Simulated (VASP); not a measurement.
Here is a VASP 6.6.1 calculation.

Contents of INCAR:

```
PREC = Accurate
ENCUT = 600
EDIFF = 1E-6
ISMEAR = 0
SIGMA = 0.1
LREAL = F
LASPH = T
NELM = 200
ALGO = Normal
ISIF = 2
LWAVE = F
LCHARG = F
GGA = PE
NBANDS = 30
GGA_COMPAT = F
LMAXMIX = 6
```

KPOINTS

```
Automatic mesh
0
Gamma
  4 4 4
```

The input POSCAR:

```
Tm3ZrO
1.0
    4.5577646500      0.0000000000      0.0000000000
    0.0000000000      4.5577646500      0.0000000000
    0.0000000000      0.0000000000      4.5577646500
Tm Zr O
3 1 1
Direct
    0.5000000000      0.5000000000      0.0000000000
    0.0000000000      0.5000000000      0.5000000000
    0.5000000000      0.0000000000      0.5000000000
    0.0000000000      0.0000000000      0.0000000000
    0.5000000000      0.5000000000      0.5000000000
```

Potentials or basis: VASP PAW PBE potentials, release 64 (Tm_3, Zr_sv, O), 4f in core.

The run is started by

```bash
$ cat potpaw_PBE.64/Tm_3/POTCAR potpaw_PBE.64/Zr_sv/POTCAR potpaw_PBE.64/O/POTCAR > POTCAR
$ mpirun -np 1 vasp_std > vasp.out
```

Predict the pressure.

13.1 GPa.

Predict the band gap on the k mesh.

zero (an odd number of electrons rules out a gap without spin polarisation).

Caveat: the cell stands under pressure; spin-orbit coupling is left out, which moves the levels of the heavy elements; the 4f electrons are frozen in the core, so they carry no moment and show no levels; an odd number of electrons without spin polarisation forces a metal; a magnetic or distorted state may lie lower; the run has no spin polarisation, though such a crystal can be magnetic. Spin polarisation is off, so any magnetic state and its effect on volume and gap are missing.
